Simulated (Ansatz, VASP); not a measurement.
**Be2S3 in VASP and in Ansatz**

INCAR

```
SYSTEM = Be2S3
PREC = Accurate
ENCUT = 520
EDIFF = 1E-6
ISMEAR = 0
SIGMA = 0.2
LREAL = .FALSE.
LASPH = .TRUE.
NELM = 100
ALGO = Normal
ISIF = 2
LWAVE = .FALSE.
LCHARG = .FALSE.
GGA = PE
NBANDS = 33
```

The input KPOINTS:

```
regular mesh
0
G
  6 4 4
  0 0 0
```

File POSCAR:

```
Be2S3
1.0
   -3.5498007959      0.0000000000      0.0000000000
    0.0000000000      0.0000000000     -6.6457747610
    0.0000000000     -7.0996015918      0.0000000000
Be S
4 6
Direct
    0.5000000000      0.1855022180      1.0000000000
    0.5000000000      0.1855022180      0.5000000000
    0.0000000000      0.8144977820      0.7500000000
    0.0000000000      0.8144977820      0.2500000000
    0.5000000000      0.3458687391      0.7500000000
    0.5000000000      0.3458687391      0.2500000000
    0.5000000000      0.6541312609      0.7500000000
    0.5000000000      0.6541312609      0.2500000000
    1.0000000000      0.0000000000      1.0000000000
    1.0000000000      0.0000000000      0.5000000000
```

Input for Ansatz:

```yaml
crystal:
  lattice:
    - [-3.5498007959, 0.0, 0.0]
    - [0.0, 0.0, -6.645774761]
    - [0.0, -7.0996015918, 0.0]
  atoms:
    - { symbol: Be, position: [0.5, 0.185502218, 1.0] }
    - { symbol: Be, position: [0.5, 0.185502218, 0.5] }
    - { symbol: Be, position: [0.0, 0.814497782, 0.75] }
    - { symbol: Be, position: [0.0, 0.814497782, 0.25] }
    - { symbol: S, position: [0.5, 0.3458687391, 0.75] }
    - { symbol: S, position: [0.5, 0.3458687391, 0.25] }
    - { symbol: S, position: [0.5, 0.6541312609, 0.75] }
    - { symbol: S, position: [0.5, 0.6541312609, 0.25] }
    - { symbol: S, position: [1.0, 0.0, 1.0] }
    - { symbol: S, position: [1.0, 0.0, 0.5] }
basis:
  ecutwfc: 420
kpoints:
  mp_grid: { grid: [6, 4, 4] }
hamiltonian:
  xc: pbe
scf:
  occupations: { method: gaussian, width: 0.2 }
  lower_state_search: "off"
output:
  forces: true
  stress: true
  eigenvalues: true
```

Alike in both runs: task single point; functional PBE; k mesh 6 × 4 × 4; occupations gaussian, width 0.2 eV; no spin polarisation.

```csv
,VASP,Ansatz
version,VASP 6.6.1,Ansatz 0.2.0
potentials or method,"VASP PAW PBE potentials, release 64 (Be, S), cutoff 520 eV","scalar-relativistic, plane waves, PAW"
valence electrons in the cell,44,44
```

Ansatz gave:

| Property | Result |
| --- | --- |
| gap on the k mesh at the Fermi level (eV) | 0.24 |
| least direct gap on the mesh (eV) | 0.76 |
| pressure (GPa) | 0.0 |
| traceless stress, the component that is largest in VASP (GPa) | 0.03 |
| rms of the force components (eV/Å) | 0.006 |

Problem. Estimate VASP's values.

Solution. gap on the k mesh at the Fermi level (eV): 0.27; least direct gap on the mesh (eV): 0.79; pressure (GPa): -0.2; traceless stress, the component that is largest in VASP (GPa): -0.27; rms of the force components (eV/Å): 0.039.

Atom by atom the forces differ by 0.045 eV/Å (rms over components). With one functional, cell and mesh, what is left measures potentials, basis and numerics.
